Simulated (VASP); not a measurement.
# Rh (Im-3m) in VASP: notebook

Runs on Rh. Level: r2SCAN. Tasks: single point.

Program: VASP 6.6.1. These are calculated values, not measurements. Logs are shortened: lines on timing, memory, paths and dates and some standing lists are left out, and cuts for length are marked.

### Step 1. The cell of the first run

It takes space group Im-3m (No. 229, cubic). The conventional cell has a = 3.070 Å, b = 3.070 Å, c = 3.070 Å, α = 90.00°, β = 90.00°, γ = 90.00°. Within 3.5 Å of Rh (site symmetry m-3m) lie 14 Rh at 2.66 to 3.07 Å.

This isn't the form of Rh at room conditions, which is fcc.

### Step 2. Single point, r2SCAN

The input, POSCAR:

```
Rh
1.0
   -1.5351900535      1.5351900535      1.5351900535
    1.5351900535     -1.5351900535      1.5351900535
    1.5351900535      1.5351900535     -1.5351900535
Rh
1
Direct
    0.0000000000      0.0000000000      0.0000000000
```

The input, INCAR.step1:

```
PREC = Accurate
ENCUT = 680
ISMEAR = 0
SIGMA = 0.05
LREAL = F
LASPH = T
NELM = 120
NBANDS = 14
GGA = PE
ALGO = Normal
EDIFF = 1E-5
LWAVE = T
LCHARG = F
GGA_COMPAT = F
```

The input, INCAR.step2:

```
PREC = Accurate
ENCUT = 680
EDIFF = 1E-6
ISMEAR = 0
SIGMA = 0.05
LREAL = F
LASPH = T
NELM = 120
ALGO = Normal
ISIF = 2
LWAVE = F
LCHARG = F
METAGGA = R2SCAN
LMIXTAU = T
NBANDS = 14
ISTART = 1
GGA_COMPAT = F
```

The input, KPOINTS:

```
regular mesh
0
Gamma
  20 20 20
```

Potentials or basis: VASP PAW PBE potentials, release 64 (Rh_sv_GW).

The run is started by

```sh
> cat potpaw_PBE.64/Rh_sv_GW/POTCAR > POTCAR
> cp INCAR.step1 INCAR
> mpirun -np 1 vasp_std > vasp.out
> cp INCAR.step2 INCAR
> mpirun -np 1 vasp_std > vasp.out
```

OUTCAR:

```text
PREC = Accurate
   ENCUT = 680
   EDIFF = 1E-6
   ISMEAR = 0
   LREAL = F
   LASPH = T
   NELM = 120
   ISIF = 2
   METAGGA = R2SCAN
   ISTART = 1

 ion  position               nearest neighbor table
   1  0.000  0.000  0.000-

  LATTYP: Found a body centered cubic cell.
 ALAT       =     3.0703801070

  Lattice vectors:

 A1 = (  -1.5351900535,   1.5351900535,   1.5351900535)
 A2 = (   1.5351900535,  -1.5351900535,   1.5351900535)
 A3 = (   1.5351900535,   1.5351900535,  -1.5351900535)

Analysis of symmetry for initial positions (statically):
=====================================================================
 Subroutine PRICEL returns:
 Original cell was already a primitive cell.

 Routine SETGRP: Setting up the symmetry group for a
 body centered cubic supercell.

 Subroutine GETGRP returns: Found 48 space group operations
 (whereof 48 operations were pure point group operations)
 out of a pool of 48 trial point group operations.

The static configuration has the point symmetry O_h .

Analysis of symmetry for dynamics (positions and initial velocities):
=====================================================================
 Subroutine PRICEL returns:
 Original cell was already a primitive cell.

 Routine SETGRP: Setting up the symmetry group for a
 body centered cubic supercell.

 Subroutine GETGRP returns: Found 48 space group operations
 (whereof 48 operations were pure point group operations)
 out of a pool of 48 trial point group operations.

The dynamic configuration has the point symmetry O_h .

 Subroutine INISYM returns: Found 48 space group operations
 (whereof 48 operations are pure point group operations),
 and found     1 'primitive' translations

----------------------------------------------------------------------------------------

                                     Primitive cell

  volume of cell :      14.4726

  direct lattice vectors                    reciprocal lattice vectors
    -1.535190054  1.535190054  1.535190054     0.000000000  0.325692574  0.325692574
     1.535190054 -1.535190054  1.535190054     0.325692574  0.000000000  0.325692574
     1.535190054  1.535190054 -1.535190054     0.325692574  0.325692574  0.000000000

  length of vectors
     2.659027172  2.659027172  2.659027172     0.460598855  0.460598855  0.460598855

  position of ions in fractional coordinates (direct lattice)
     0.000000000  0.000000000  0.000000000

  ion indices of the primitive-cell ions
   primitive index   ion index
                 1           1

----------------------------------------------------------------------------------------

 KPOINTS: regular mesh

Automatic generation of k-mesh.
 Grid dimensions read from file:
 generate k-points for:   20   20   20

 Generating k-lattice:

  Cartesian coordinates                     Fractional coordinates (reciprocal lattice)
     0.000000000  0.016284629  0.016284629     0.050000000  0.000000000  0.000000000
     0.016284629  0.000000000  0.016284629     0.000000000  0.050000000  0.000000000
     0.016284629  0.016284629  0.000000000     0.000000000  0.000000000  0.050000000

  Length of vectors
     0.023029943  0.023029943  0.023029943

  Shift w.r.t. Gamma in fractional coordinates (k-lattice)
     0.000000000  0.000000000  0.000000000

 Subroutine IBZKPT returns following result:
 ===========================================

 Found    256 irreducible k-points:

 Following reciprocal coordinates:
            Coordinates               Weight
  0.000000  0.000000  0.000000      1.000000
  0.050000  0.000000  0.000000     12.000000
  0.100000  0.000000  0.000000     12.000000
  0.150000  0.000000  0.000000     12.000000
  0.200000  0.000000  0.000000     12.000000
  0.250000  0.000000  0.000000     12.000000
[... 16 lines left out ...]
  0.200000  0.100000 -0.000000     48.000000
  0.250000  0.100000  0.000000     48.000000
 [... further k-points ...]
   k-points           NKPTS =    256   k-points in BZ     NKDIM =    256   number of bands    NBANDS=     14
   number of dos      NEDOS =    301   number of ions     NIONS =      1
   total plane-waves  NPLWV =  13824
   dimension x,y,z NGX =    24 NGY =   24 NGZ =   24
   dimension x,y,z NGXF=    48 NGYF=   48 NGZF=   48
   ions per type =               1
   NGX,Y,Z   is equivalent  to a cutoff of  15.01, 15.01, 15.01 a.u.
   NGXF,Y,Z  is equivalent  to a cutoff of  30.01, 30.01, 30.01 a.u.
 SYSTEM =  unknown system
   PREC   = accura    normal or accurate (medium, high low for compatibility)
   ISTART =      1    job   : 0-new  1-cont  2-samecut
   ICHARG =      0    charge: 1-file 2-atom 10-const
   ISPIN  =      1    spin polarized calculation?
   LNONCOLLINEAR =      F non collinear calculations
   LSORBIT =      F    spin-orbit coupling
   LASPH  =      T    aspherical Exc in radial PAW
   ENCUT  =  680.0 eV  49.98 Ry    7.07 a.u.   5.65  5.65  5.65*2*pi/ulx,y,z
   NELM   =    120;   NELMIN=  2; NELMDL=  0     # of ELM steps
   EDIFF  = 0.1E-05   stopping-criterion for ELM
   LREAL  =      F    real-space projection
   EDIFFG = 0.1E-04   stopping-criterion for IOM
   NSW    =      0    number of steps for IOM
   IBRION =     -1    ionic relax: 0-MD 1-quasi-New 2-CG
   NFREE  =      0    steps in history (QN), initial steepest desc. (CG)
   ISIF   =      2    stress and relaxation
   ISYM   =      2    0-nonsym 1-usesym 2-fastsym
   POTIM  = 0.5000    time-step for ionic-motion
   TEBEG  =    0.0;   TEEND  =   0.0 temperature during run
   PSTRESS=    0.0 pullay stress
   NELECT =      17.0000    total number of electrons
   NUPDOWN=      -1.0000    fix difference up-down
   EMIN   =  10.00;   EMAX   =-10.00  energy-range for DOS
   EFERMI =   0.00;   METHOD = LEGACY
   ISMEAR =     0;   SIGMA  =   0.05  broadening in eV -4-tet -1-fermi 0-gaus
   EFERMI_NEDOS =   21; number of points for ismear=-14 and -15
   IALGO  =     38    algorithm
   IMIX   =      4    mixing-type and parameters
     AMIX     =   0.40;   BMIX     =  1.00
     AMIX_MAG =   1.60;   BMIX_MAG =  1.00
  volume/ion in A,a.u.               =      14.47        97.67
  Fermi-wavevector in a.u.,A,eV,Ry     =   1.727331  3.264183 40.595345  2.983674
  Thomas-Fermi vector in A             =   2.802475
   LORBIT       =      0    0 simple, 1 ext, 2 COOP (PROOUT), +10 PAW based schemes
   METAGGA = R2SCAN    functional components
   LHFCALC =     F    Hartree Fock is set to
   AEXX    =    0.0000 exact exchange contribution
   IVDW    =     0    specifies the selected vdW correction
   LEPSILON=     F    determine dielectric tensor
   LRPA    =     F    only Hartree local field effects (RPA)
 non-spin polarized calculation
 Gauss-broadening in eV      SIGMA  =   0.05
  energy-cutoff  :      680.00
  volume of cell :       14.47
 maximum number of plane-waves:       603
   NGX = 11   NGY = 11   NGZ = 11

 number of electron      17.0000004 magnetization

 Free energy of the ion-electron system (eV)
  ---------------------------------------------------
  ext. energy  EPLUGINS =         0.00000000
  ---------------------------------------------------
  free energy    TOTEN  =       -22.91147633 eV

  energy without entropy =      -22.90845415  energy(sigma->0) =      -22.90996524

 E-fermi :   9.6241     XC(G=0): -14.8478

 val. band max:        9.6168699761   @ k =   0.3500   0.3000   0.0000
 cond. band min:       9.6266273686   @ k =   0.3500   0.0500   0.0000
 fundamental gap:      0.0097573926
 Fermi energy:         9.6240822332

 k-point     1 :       0.0000    0.0000    0.0000
  band No.  band energies     occupation
      1     -71.0039      2.00000
      2     -37.7076      2.00000
      3     -37.7076      2.00000
      4     -37.7076      2.00000
      5       2.1015      2.00000
      6       6.8451      2.00000
      7       6.8451      2.00000
      8       6.8451      2.00000
      9       9.1910      2.00000
     10       9.1910      2.00000
     11      28.7268      0.00000
     12      28.7268      0.00000
     13      28.7268      0.00000
     14      38.9310      0.00000

 k-point     2 :       0.0500    0.0000    0.0000
  band No.  band energies     occupation
      1     -71.0013      2.00000
      2     -37.7244      2.00000
      3     -37.7131      2.00000
      4     -37.7075      2.00000
      5       2.2075      2.00000
      6       6.8034      2.00000
      7       6.8451      2.00000
      8       6.9279      2.00000
      9       9.1385      2.00000
     10       9.1939      2.00000
     11      28.7648      0.00000
     12      28.7684      0.00000
     13      28.8738      0.00000
     14      37.8709      0.00000

 k-point     3 :       0.1000    0.0000    0.0000
  band No.  band energies     occupation
      1     -70.9937      2.00000
      2     -37.7730      2.00000
      3     -37.7293      2.00000
      4     -37.7075      2.00000
      5       2.5154      2.00000
      6       6.6840      2.00000
      7       6.8409      2.00000
      8       7.1726      2.00000
      9       9.0080      2.00000
     10       9.2038      2.00000
     11      28.7906      0.00000
     12      28.8384      0.00000
     13      29.3051      0.00000
     14      36.4354      0.00000

 k-point     4 :       0.1500    0.0000    0.0000
  band No.  band energies     occupation
      1     -70.9819      2.00000
      2     -37.8483      2.00000
      3     -37.7545      2.00000
      4     -37.7075      2.00000
      5       2.9886      2.00000
      6       6.5034      2.00000
      7       6.8311      2.00000
      8       7.5684      2.00000
      9       8.8678      2.00000
     10       9.2235      2.00000
     11      28.5488      0.00000
     12      28.7686      0.00000
     13      29.9908      0.00000
     14      35.4702      0.00000

 k-point     5 :       0.2000    0.0000    0.0000
  band No.  band energies     occupation
      1     -70.9671      2.00000
      2     -37.9425      2.00000
      3     -37.7861      2.00000
      4     -37.7075      2.00000
      5       3.5429      2.00000
      6       6.2843      2.00000
      7       6.8611      2.00000
      8       8.0958      2.00000
      9       8.7894      2.00000
     10       9.2556      2.00000
     11      27.7447      0.00000
[... 276 lines left out ...]
 k-point    22 :       0.1500    0.1000    0.0000
  band No.  band energies     occupation
      1     -70.9611      2.00000
      2     -37.9747      2.00000
      3     -37.7831      2.00000
      4     -37.7281      2.00000
      5       3.8059      2.00000
      6       6.3295      2.00000
      7       6.5579      2.00000
      8       8.4836      2.00000
      9       8.6623      2.00000
     10       9.3679      2.00000
     11      27.7250      0.00000
     12      28.2695      0.00000
     13      30.5512      0.00000
     14      33.7340      0.00000

 k-point    23 :       0.2000    0.1000   -0.0000
  band No.  band energies     occupation
      1     -70.9454      2.00000
      2     -38.0662      2.00000
      3     -37.8211      2.00000
      4     -37.7300      2.00000
      5       4.2817      2.00000
      6       6.1015      2.00000
      7       6.6681      2.00000
      8       8.6594      2.00000
      9       9.1758      2.00000
     10       9.4852      1.99991
     11      26.4137      0.00000
     12      27.4309      0.00000
     13      31.2789      0.00000
     14      32.3852      0.00000

 k-point    24 :       0.2500    0.1000    0.0000
  band No.  band energies     occupation
      1     -70.9297      2.00000
      2     -38.1560      2.00000
      3     -37.8607      2.00000
      4     -37.7310      2.00000
      5       4.4959      2.00000
      6       5.8821      2.00000
      7       7.0964      2.00000
      8       8.7546      2.00000
      9       9.4790      1.99996
     10      10.0947      0.00000
     11      24.6574      0.00000
     12      26.6216      0.00000
     13      30.6737      0.00000
     14      32.6328      0.00000

 [... further k-points ...]
[... 5 lines left out ...]
  --------------------------------------------------------------------------------------
  -------------------------------------------------------------------------------------
  Total       -0.5584991     -0.5584991     -0.5584991      0.0000000     -0.0000000     -0.0000000
  in kB      -61.8282037    -61.8282037    -61.8282037      0.0000000     -0.0000000     -0.0000000
  external PRESSURE =     -61.8282037 kB  Pullay stress =       0.0000000 kB

 VOLUME and BASIS-vectors are now :
 -----------------------------------------------------------------------------
  energy-cutoff  :      680.00
  volume of cell :       14.47
      direct lattice vectors                 reciprocal lattice vectors
    -1.535190054  1.535190054  1.535190054     0.000000000  0.325692574  0.325692574
     1.535190054 -1.535190054  1.535190054     0.325692574  0.000000000  0.325692574
     1.535190054  1.535190054 -1.535190054     0.325692574  0.325692574  0.000000000

 POSITION                                       TOTAL-FORCE (eV/Angst)
 -----------------------------------------------------------------------------------
      0.00000      0.00000      0.00000        -0.000000     -0.000000     -0.000000
 -----------------------------------------------------------------------------------
    total drift:                                0.000000      0.000000     -0.000000

  FREE ENERGIE OF THE ION-ELECTRON SYSTEM (eV)
  ---------------------------------------------------
  free  energy   TOTEN  =       -22.9114763303 eV

  energy  without entropy=      -22.9084541527  energy(sigma->0) =      -22.90996524
```

It took 2.5 min on 1 thread of Intel Xeon Platinum 8259CL at 2.50GHz (Skylake/Cascade Lake), shared host; peak memory 0.23 GiB.

Results:

* Free energy: -22.9115 eV
* Pressure: -6.2 GPa
* Band gap on the k mesh: zero (an odd number of electrons rules out a gap without spin polarisation)

Levels at points of the mesh, in eV from the Fermi level:
| k point | band 4 | band 5 | band 6 | band 7 | band 8 | band 9 | band 10 | band 11 | band 12 | band 13 |
| --- | --- | --- | --- | --- | --- | --- | --- | --- | --- | --- |
| (0.00, 0.00, 0.00) | -47.33 | -7.52 | -2.78 | -2.78 | -2.78 | -0.43 | -0.43 | 19.10 | 19.10 | 19.10 |
| (0.50, 0.00, 0.00) | -47.33 | -5.66 | -4.26 | -0.47 | -0.09 | 1.59 | 1.63 | 9.52 | 15.21 | 18.98 |
| (0.50, 0.50, 0.50) | -47.81 | -5.69 | -5.69 | 1.14 | 1.14 | 1.14 | 9.91 | 9.91 | 9.91 | 19.44 |

Caveat: the cell stands under tension; the PAW data sets were made with another functional, which shifts forces and pressure a little.

### Step 3. Single point, r2SCAN

This run uses another cell than the first one, of 14.10 Å³/atom.

The input, POSCAR:

```
Rh
1.0
   -1.5217965875      1.5217965875      1.5217965875
    1.5217965875     -1.5217965875      1.5217965875
    1.5217965875      1.5217965875     -1.5217965875
Rh
1
Direct
    0.0000000000      0.0000000000      0.0000000000
```

The input, INCAR.step1:

```
SYSTEM = Rh
  PREC = Accurate
  ENCUT = 680
  ISMEAR = 0
  SIGMA = 0.05
  LREAL = .FALSE.
  LASPH = .TRUE.
  NELM = 120
  NBANDS = 14
  GGA = PE
  ALGO = Normal
  EDIFF = 1E-5
  LWAVE = .TRUE.
  LCHARG = .FALSE.
  GGA_COMPAT = .FALSE.
```

The input, INCAR.step2:

```
SYSTEM = Rh
  PREC = Accurate
  ENCUT = 680
  EDIFF = 1E-6
  ISMEAR = 0
  SIGMA = 0.05
  LREAL = .FALSE.
  LASPH = .TRUE.
  NELM = 120
  ALGO = Normal
  ISIF = 2
  LWAVE = .FALSE.
  LCHARG = .FALSE.
  METAGGA = R2SCAN
  LMIXTAU = .TRUE.
  NBANDS = 14
  ISTART = 1
  GGA_COMPAT = .FALSE.
```

The input, KPOINTS:

```
Automatic mesh
0
G
  20 20 20
  0 0 0
```

Potentials or basis: VASP PAW PBE potentials, release 64 (Rh_sv_GW).

The run is started by

```sh
> cat potpaw_PBE.64/Rh_sv_GW/POTCAR > POTCAR
> cp INCAR.step1 INCAR
> mpirun -np 1 vasp_std > vasp.out
> cp INCAR.step2 INCAR
> mpirun -np 1 vasp_std > vasp.out
```

OUTCAR:

```text
SYSTEM = Rh
   PREC = Accurate
   ENCUT = 680
   EDIFF = 1E-6
   ISMEAR = 0
   LREAL = .FALSE.
   LASPH = .TRUE.
   NELM = 120
   ISIF = 2
   METAGGA = R2SCAN
   ISTART = 1

 ion  position               nearest neighbor table
   1  0.000  0.000  0.000-

  LATTYP: Found a body centered cubic cell.
 ALAT       =     3.0435931750

  Lattice vectors:

 A1 = (  -1.5217965875,   1.5217965875,   1.5217965875)
 A2 = (   1.5217965875,  -1.5217965875,   1.5217965875)
 A3 = (   1.5217965875,   1.5217965875,  -1.5217965875)

[... 577 lines left out ...]
      6       6.1505      2.00000
      7       7.4228      2.00000
      8       9.1385      2.00000
      9       9.8982      1.99998
     10      10.5334      0.00000
     11      25.3632      0.00000
     12      27.1853      0.00000
     13      31.4704      0.00000
     14      33.2784      0.00000

 [... further k-points ...]
[... 5 lines left out ...]
  --------------------------------------------------------------------------------------
  -------------------------------------------------------------------------------------
  Total        0.0112676      0.0112676      0.0112676      0.0000000     -0.0000000      0.0000000
  in kB        1.2806004      1.2806004      1.2806004      0.0000000     -0.0000000      0.0000000
  external PRESSURE =       1.2806004 kB  Pullay stress =       0.0000000 kB

 VOLUME and BASIS-vectors are now :
 -----------------------------------------------------------------------------
  energy-cutoff  :      680.00
  volume of cell :       14.10
      direct lattice vectors                 reciprocal lattice vectors
    -1.521796587  1.521796587  1.521796587     0.000000000  0.328559023  0.328559023
     1.521796587 -1.521796587  1.521796587     0.328559023  0.000000000  0.328559023
     1.521796587  1.521796587 -1.521796587     0.328559023  0.328559023  0.000000000

 POSITION                                       TOTAL-FORCE (eV/Angst)
 -----------------------------------------------------------------------------------
      0.00000      0.00000      0.00000         0.000000      0.000000     -0.000000
 -----------------------------------------------------------------------------------
    total drift:                                0.000000      0.000000     -0.000000

  FREE ENERGIE OF THE ION-ELECTRON SYSTEM (eV)
  ---------------------------------------------------
  free  energy   TOTEN  =       -22.9186807240 eV

  energy  without entropy=      -22.9157630992  energy(sigma->0) =      -22.91722191
```

OUTCAR.step1:

```text
SYSTEM = Rh
   PREC = Accurate
   ENCUT = 680
   ISMEAR = 0
   LREAL = .FALSE.
   LASPH = .TRUE.
   NELM = 120
[... 624 lines left out ...]
 -----------------------------------------------------------------------------------
      0.00000      0.00000      0.00000         0.000000      0.000000     -0.000000
 -----------------------------------------------------------------------------------
    total drift:                                0.000000      0.000000     -0.000000

  FREE ENERGIE OF THE ION-ELECTRON SYSTEM (eV)
  ---------------------------------------------------
  free  energy   TOTEN  =        -6.0513980767 eV

  energy  without entropy=       -6.0477277963  energy(sigma->0) =       -6.04956294
```

OSZICAR.step1:

```text
N       E                     dE             d eps       ncg     rms          rms(c)
DAV:   1     0.304153058445E+03    0.30415E+03   -0.11383E+04  7222   0.180E+03
DAV:   2     0.107153518322E+02   -0.29344E+03   -0.26770E+03  7198   0.690E+02
DAV:   3    -0.654556283641E+01   -0.17261E+02   -0.16430E+02 10402   0.167E+02
DAV:   4    -0.698587049733E+01   -0.44031E+00   -0.43953E+00  8094   0.302E+01
DAV:   5    -0.701640495722E+01   -0.30534E-01   -0.30531E-01 12088   0.762E+00    0.510E+01
DAV:   6    -0.608556640018E+01    0.93084E+00   -0.19103E+00 11164   0.319E+01    0.216E+01
DAV:   7    -0.605518651470E+01    0.30380E-01   -0.57259E-02 11662   0.328E+00    0.749E+00
DAV:   8    -0.605141334330E+01    0.37732E-02   -0.11445E-02  9120   0.291E+00    0.251E-01
DAV:   9    -0.605140909480E+01    0.42485E-05   -0.29231E-04 11370   0.386E-01    0.132E-01
DAV:  10    -0.605139690750E+01    0.12187E-04   -0.13725E-05  6462   0.564E-02    0.193E-02
DAV:  11    -0.605139807668E+01   -0.11692E-05   -0.29667E-06  4892   0.426E-02
   1 F= -.60513981E+01 E0= -.60495629E+01  d E =-.367028E-02
```

Wall time 87 s (1 thread of Intel Xeon 6975P-C (Granite Rapids), shared host); peak memory 0.23 GiB.

Results:

- Free energy: -22.9187 eV
- Pressure: 0.1 GPa
- Band gap on the k mesh: zero (an odd number of electrons rules out a gap without spin polarisation)

Caveat: the PAW data sets were made with another functional, which shifts forces and pressure a little.
